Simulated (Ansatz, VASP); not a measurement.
# Bi in VASP and in Ansatz

```
Bi
1.0
     0.00000    2.33581    2.33581
     2.33581    0.00000    2.33581
     2.33581    2.33581    0.00000
Bi
1
Direct
  0.00000 0.00000 0.00000
```

Change from the starting cell: volume scaled by 0.8, LAPW.

Alike in both runs: task single point; functional PBE; k mesh 14 × 14 × 14; occupations fermi-dirac, width 0.05 eV; no spin polarisation.

```csv
,VASP,Ansatz
version,VASP 6.6.1,Ansatz 0.2.0
potentials or method,"VASP PAW PBE potentials, release 64 (Bi_d), cutoff 520 eV","all-electron LAPW, scalar-relativistic"
```

VASP gave:

* pressure (GPa): 18.7

**Question.** What did Ansatz give for the same quantities?

**Answer.** Pressure (GPa): 18.8.

Ansatz ran all-electron here, and VASP with PAW potentials.

Neither program's run includes spin-orbit coupling.
